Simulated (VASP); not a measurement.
Crystal: In4TeS.

```
In Te S
1.0
     4.67688   -4.71730    0.00000
     4.67688    4.71730    0.00000
     0.00000    0.00000    4.18562
In Te S
4 1 1
Direct
  0.79590 0.20410 0.50000
  0.30724 0.30724 0.00000
  0.69276 0.69276 0.00000
  0.20410 0.79590 0.50000
  0.50000 0.50000 0.50000
  0.00000 0.00000 0.00000
```

The cell was generated, and may not be a known phase.

| Quantity | Value |
| --- | --- |
| Program | VASP 6.6.1 |
| Task | relaxation of cell and atoms |
| Functional | PBE |
| Potentials or basis | VASP PAW PBE potentials, release 64 (In_d, Te, S) |
| Cutoff | 600 eV |
| k mesh | 4 × 4 × 4 |
| Occupations | gaussian, width 0.1 eV |
| Spin | no spin polarisation |

At the start: pressure 7.5 GPa; volume 30.78 Å³/atom.

Q: How do energy, volume and symmetry change on relaxing?

A: Over 14 steps the energy falls by 273.7 meV/atom and the volume is 40.46 Å³/atom (+31.5 %); space group Cmmm (No. 65, to 0.1 Å) before and after.

The path:
```csv
step,energy change (eV),largest force (eV/Å),pressure (GPa),volume (Å³)
1,0.0000,2.3080,7.49,184.69
2,-1.3822,0.7537,0.89,225.88
3,-1.4756,0.6388,0.07,237.44
4,-1.4535,0.4215,-1.16,261.71
5,-1.4981,0.5421,-0.55,247.26
6,-1.4981,0.5544,-0.48,245.89
7,-1.5627,0.4197,-0.33,242.67
8,-1.6252,0.1532,0.09,236.53
9,-1.6279,0.0790,0.25,234.88
10,-1.6332,0.0624,0.09,237.78
11,-1.6352,0.0695,-0.06,240.78
12,-1.6375,0.0569,-0.03,240.87
13,-1.6411,0.0258,0.06,241.12
14,-1.6424,0.0169,-0.05,242.79
```

Final structure:
```
CELL_PARAMETERS angstrom
5.07648 -5.35930 0.00000
5.07648 5.35930 0.00000
0.00000 0.00000 4.46200
ATOMIC_POSITIONS crystal
In 0.82227 0.17773 0.50000
In 0.28550 0.28550 0.00000
In 0.71450 0.71450 0.00000
In 0.17773 0.82227 0.50000
Te 0.50000 0.50000 0.50000
S 0.00000 0.00000 0.00000
```

Caveat: the k points lie up to 0.35 Å⁻¹ apart in the final cell, too coarse for converged energies and pressures of a metal; the volume moved by over 15 % at a fixed basis, so the end points are rough.
